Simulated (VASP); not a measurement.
# K (I4/mmm) in VASP: further runs, part 2 of 2

VASP 6.6.1.

## Step 3: Single point, PBEsol (strain +0.025 along x and y, -0.050 along z)

Contents of INCAR:

```
SYSTEM = K
PREC = Accurate
ENCUT = 520
EDIFF = 1E-6
ISMEAR = 0
SIGMA = 0.15
LREAL = .False.
LASPH = .True.
NELM = 100
ALGO = Fast
ISIF = 2
LWAVE = .False.
LCHARG = .True.
GGA = PS
LELF = .True.
LVHAR = .True.
NBANDS = 10
```

Contents of KPOINTS:

```
Automatic mesh
0
Gamma
  14 14 14
  0 0 0
```

Contents of POSCAR:

```
K
1.0
   -2.6834500000      2.6834500000      2.4871000000
    2.6834500000     -2.6834500000      2.4871000000
    2.6834500000      2.6834500000     -2.4871000000
K
1
Direct
    0.0000000000      0.0000000000      0.0000000000
```

Potentials or basis: VASP PAW PBE potentials, release 64 (K_sv).

Run with:

```bash
cat potpaw_PBE.64/K_sv/POTCAR > POTCAR
mpirun -np 1 vasp_std > vasp.out
```

OUTCAR:

```text
SYSTEM = K
   PREC = Accurate
   ENCUT = 520
   EDIFF = 1E-6
   ISMEAR = 0
   LREAL = .False.
   LASPH = .True.
   NELM = 100
   ISIF = 2
   GGA = PS

 ion  position               nearest neighbor table
   1  0.000  0.000  0.000-

  LATTYP: Found a body centered tetragonal cell.
 ALAT       =     5.3669000000
 C/A-ratio  =     0.9268292683

  Lattice vectors:

 A1 = (  -2.6834500000,   2.6834500000,   2.4871000000)
 A2 = (   2.6834500000,  -2.6834500000,   2.4871000000)
 A3 = (   2.6834500000,   2.6834500000,  -2.4871000000)

Analysis of symmetry for initial positions (statically):
=====================================================================
 Subroutine PRICEL returns:
 Original cell was already a primitive cell.

 Routine SETGRP: Setting up the symmetry group for a
 body centered tetragonal supercell.

 Subroutine GETGRP returns: Found 16 space group operations
 (whereof 16 operations were pure point group operations)
 out of a pool of 16 trial point group operations.

The static configuration has the point symmetry D_4h.

Analysis of symmetry for dynamics (positions and initial velocities):
=====================================================================
 Subroutine PRICEL returns:
 Original cell was already a primitive cell.

 Routine SETGRP: Setting up the symmetry group for a
 body centered tetragonal supercell.

 Subroutine GETGRP returns: Found 16 space group operations
 (whereof 16 operations were pure point group operations)
 out of a pool of 16 trial point group operations.

The dynamic configuration has the point symmetry D_4h.

 Subroutine INISYM returns: Found 16 space group operations
 (whereof 16 operations are pure point group operations),
 and found     1 'primitive' translations

----------------------------------------------------------------------------------------

                                     Primitive cell

  volume of cell :      71.6375

  direct lattice vectors                    reciprocal lattice vectors
    -2.683450000  2.683450000  2.487100000     0.000000000  0.186327303  0.201037353
     2.683450000 -2.683450000  2.487100000     0.186327303  0.000000000  0.201037353
     2.683450000  2.683450000 -2.487100000     0.186327303  0.186327303  0.000000000

  length of vectors
     4.537342197  4.537342197  4.537342197     0.274105602  0.274105602  0.263506598

  position of ions in fractional coordinates (direct lattice)
     0.000000000  0.000000000  0.000000000

  ion indices of the primitive-cell ions
   primitive index   ion index
                 1           1

----------------------------------------------------------------------------------------

 KPOINTS: Automatic mesh

Automatic generation of k-mesh.
 Grid dimensions read from file:
 generate k-points for:   14   14   14

 Generating k-lattice:

  Cartesian coordinates                     Fractional coordinates (reciprocal lattice)
     0.000000000  0.013309093  0.014359811     0.071428571  0.000000000 -0.000000000
     0.013309093  0.000000000  0.014359811     0.000000000  0.071428571 -0.000000000
     0.013309093  0.013309093  0.000000000     0.000000000  0.000000000  0.071428571

  Length of vectors
     0.019578972  0.019578972  0.018821900

  Shift w.r.t. Gamma in fractional coordinates (k-lattice)
     0.000000000  0.000000000  0.000000000

 Subroutine IBZKPT returns following result:
 ===========================================

 Found    244 irreducible k-points:

 Following reciprocal coordinates:
            Coordinates               Weight
  0.000000  0.000000  0.000000      1.000000
  0.071429  0.000000  0.000000      8.000000
  0.142857 -0.000000  0.000000      8.000000
  0.214286 -0.000000  0.000000      8.000000
  0.285714  0.000000  0.000000      8.000000
  0.357143 -0.000000  0.000000      8.000000
[... 16 lines left out ...]
  0.214286  0.142857  0.000000     16.000000
  0.285714  0.142857 -0.000000     16.000000
 [... further k-points ...]
   k-points           NKPTS =    244   k-points in BZ     NKDIM =    244   number of bands    NBANDS=     10
   number of dos      NEDOS =    301   number of ions     NIONS =      1
   total plane-waves  NPLWV =  46656
   dimension x,y,z NGX =    36 NGY =   36 NGZ =   36
   dimension x,y,z NGXF=    72 NGYF=   72 NGZF=   72
   ions per type =               1
   NGX,Y,Z   is equivalent  to a cutoff of  13.19, 13.19, 13.19 a.u.
   NGXF,Y,Z  is equivalent  to a cutoff of  26.38, 26.38, 26.38 a.u.
 SYSTEM =  K
   PREC   = accura    normal or accurate (medium, high low for compatibility)
   ISTART =      0    job   : 0-new  1-cont  2-samecut
   ICHARG =      2    charge: 1-file 2-atom 10-const
   ISPIN  =      1    spin polarized calculation?
   LNONCOLLINEAR =      F non collinear calculations
   LSORBIT =      F    spin-orbit coupling
   LASPH  =      T    aspherical Exc in radial PAW
   ENCUT  =  520.0 eV  38.22 Ry    6.18 a.u.   8.44  8.44  8.44*2*pi/ulx,y,z
   NELM   =    100;   NELMIN=  2; NELMDL= -5     # of ELM steps
   EDIFF  = 0.1E-05   stopping-criterion for ELM
   LREAL  =      F    real-space projection
   EDIFFG = 0.1E-04   stopping-criterion for IOM
   NSW    =      0    number of steps for IOM
   IBRION =     -1    ionic relax: 0-MD 1-quasi-New 2-CG
   NFREE  =      0    steps in history (QN), initial steepest desc. (CG)
   ISIF   =      2    stress and relaxation
   ISYM   =      2    0-nonsym 1-usesym 2-fastsym
   POTIM  = 0.5000    time-step for ionic-motion
   TEBEG  =    0.0;   TEEND  =   0.0 temperature during run
   PSTRESS=    0.0 pullay stress
   NELECT =       9.0000    total number of electrons
   NUPDOWN=      -1.0000    fix difference up-down
   EMIN   =  10.00;   EMAX   =-10.00  energy-range for DOS
   EFERMI =   0.00;   METHOD = LEGACY
   ISMEAR =     0;   SIGMA  =   0.15  broadening in eV -4-tet -1-fermi 0-gaus
   EFERMI_NEDOS =   21; number of points for ismear=-14 and -15
   IALGO  =     68    algorithm
   IMIX   =      4    mixing-type and parameters
     AMIX     =   0.40;   BMIX     =  1.00
     AMIX_MAG =   1.60;   BMIX_MAG =  1.00
  volume/ion in A,a.u.               =      71.64       483.43
  Fermi-wavevector in a.u.,A,eV,Ry     =   0.819928  1.549439  9.146945  0.672282
  Thomas-Fermi vector in A             =   1.930820
   LORBIT       =      0    0 simple, 1 ext, 2 COOP (PROOUT), +10 PAW based schemes
   GGA     = PS    functional components
   LHFCALC =     F    Hartree Fock is set to
   AEXX    =    0.0000 exact exchange contribution
   IVDW    =     0    specifies the selected vdW correction
   LEPSILON=     F    determine dielectric tensor
   LRPA    =     F    only Hartree local field effects (RPA)
 non-spin polarized calculation
 RMM-DIIS sequential band-by-band and
 Gauss-broadening in eV      SIGMA  =   0.15
  energy-cutoff  :      520.00
  volume of cell :       71.64
 maximum number of plane-waves:      1956
 NGX is ok and might be reduce to    36
   NGX = 17   NGY = 17   NGZ = 17

 number of electron       8.9999999 magnetization

 Free energy of the ion-electron system (eV)
  ---------------------------------------------------
  ext. energy  EPLUGINS =         0.00000000
  ---------------------------------------------------
  free energy    TOTEN  =        -1.13679619 eV

  energy without entropy =       -1.12818892  energy(sigma->0) =       -1.13249256

 E-fermi :  -0.1080     XC(G=0):  -5.7622

 val. band max:       -0.1191624382   @ k =   0.5000   0.3571   0.0000
 cond. band min:      -0.0883464324   @ k =  -0.4286   0.4286   0.1429
 fundamental gap:      0.0308160058
 Fermi energy:        -0.1079811768

 k-point     1 :       0.0000    0.0000    0.0000
  band No.  band energies     occupation
      1     -32.0879      2.00000
      2     -15.5960      2.00000
      3     -15.5956      2.00000
      4     -15.5956      2.00000
      5      -2.3064      2.00000
      6       3.9581      0.00000
      7       4.3625      0.00000
      8       4.3625      0.00000
      9       4.8793      0.00000
     10       5.4021      0.00000
[... 287 lines left out ...]
 k-point    24 :       0.2857    0.1429   -0.0000
  band No.  band energies     occupation
      1     -32.0835      2.00000
      2     -15.6574      2.00000
      3     -15.6187      2.00000
      4     -15.6031      2.00000
      5      -0.5419      1.99996
      6       1.9321      0.00000
      7       2.7791      0.00000
      8       4.7156      0.00000
      9       5.1143      0.00000
     10       5.7511      0.00000

 [... further k-points ...]

------------------------ aborting loop because EDIFF is reached ----------------------------------------

  FORCE on cell =-STRESS in cart. coord.  units (eV):
  Direction    XX          YY          ZZ          XY          YZ          ZX
  --------------------------------------------------------------------------------------
  -------------------------------------------------------------------------------------
  Total       -0.0311855     -0.0311855      0.0085922      0.0000000      0.0000000      0.0000000
  in kB       -0.6974659     -0.6974659      0.1921647      0.0000000      0.0000000      0.0000000
  external PRESSURE =      -0.4009223 kB  Pullay stress =       0.0000000 kB

 VOLUME and BASIS-vectors are now :
 -----------------------------------------------------------------------------
  energy-cutoff  :      520.00
  volume of cell :       71.64
      direct lattice vectors                 reciprocal lattice vectors
    -2.683450000  2.683450000  2.487100000     0.000000000  0.186327303  0.201037353
     2.683450000 -2.683450000  2.487100000     0.186327303  0.000000000  0.201037353
     2.683450000  2.683450000 -2.487100000     0.186327303  0.186327303  0.000000000

 POSITION                                       TOTAL-FORCE (eV/Angst)
 -----------------------------------------------------------------------------------
      0.00000      0.00000      0.00000         0.000000      0.000000      0.000000
 -----------------------------------------------------------------------------------
    total drift:                               -0.000000      0.000000      0.000000

  FREE ENERGIE OF THE ION-ELECTRON SYSTEM (eV)
  ---------------------------------------------------
  free  energy   TOTEN  =        -1.1367961903 eV

  energy  without entropy=       -1.1281889248  energy(sigma->0) =       -1.13249256
```

OSZICAR:

```text
N       E                     dE             d eps       ncg     rms          rms(c)
DAV:   1     0.463672939422E+02    0.46367E+02   -0.36493E+03  4880   0.696E+02
DAV:   2     0.518001613326E+00   -0.45849E+02   -0.45147E+02  5248   0.192E+02
DAV:   3    -0.108649469384E+01   -0.16045E+01   -0.15979E+01  7638   0.286E+01
DAV:   4    -0.113780725988E+01   -0.51313E-01   -0.51028E-01  6698   0.443E+00
DAV:   5    -0.113912202363E+01   -0.13148E-02   -0.13142E-02  7490   0.508E-01    0.200E+00
RMM:   6    -0.113718023983E+01    0.19418E-02   -0.25946E-03  6673   0.365E-01    0.131E+00
RMM:   7    -0.113672540139E+01    0.45484E-03   -0.59224E-03  7006   0.483E-01    0.867E-02
RMM:   8    -0.113676039952E+01   -0.34998E-04   -0.92380E-04  7558   0.285E-01    0.321E-02
RMM:   9    -0.113679185360E+01   -0.31454E-04   -0.12438E-04  7903   0.757E-02    0.154E-02
RMM:  10    -0.113679417659E+01   -0.23230E-05   -0.44899E-05  8129   0.412E-02    0.639E-03
RMM:  11    -0.113679539017E+01   -0.12136E-05   -0.89340E-06  7807   0.166E-02    0.491E-03
RMM:  12    -0.113679619027E+01   -0.80011E-06   -0.32602E-06  6732   0.974E-03
   1 F= -.11367962E+01 E0= -.11324926E+01  d E =-.860727E-02
```

stdout:

```text
POSCAR found type information on POSCAR K
 POSCAR found :  1 types and       1 ions
 scaLAPACK will be used
 -----------------------------------------------------------------------------
|                                                                             |
|                                                                             |
|     You enforced a specific xc type in the INCAR file but a different       |
|     I HOPE YOU KNOW WHAT YOU ARE DOING!                                     |
|                                                                             |
 -----------------------------------------------------------------------------

 LDA part: xc-table for (Slater+PW92), standard interpolation
 POSCAR, INCAR and KPOINTS ok, starting setup
 FFT: planning ... GRIDC
 FFT: planning ... GRID_SOFT
 FFT: planning ... GRID
 WAVECAR not read
 entering main loop
WARNING in EDDRMM: call to ZHEGV failed, returncode =   8  4      8
WARNING in EDDRMM: call to ZHEGV failed, returncode =   6  3      9
```

It took 76 s on 1 thread of Intel Xeon 6975P-C (Granite Rapids), shared host; peak memory 0.31 GiB.

Results:

* Free energy: -1.1368 eV
* Pressure: 0.0 GPa
* Band gap on the k mesh: zero (an odd number of electrons rules out a gap without spin polarisation)

Caveat: the cell differs from its parent crystal (strain +0.025 along x and y, -0.050 along z); the PAW data sets were made with another functional, which shifts forces and pressure a little.
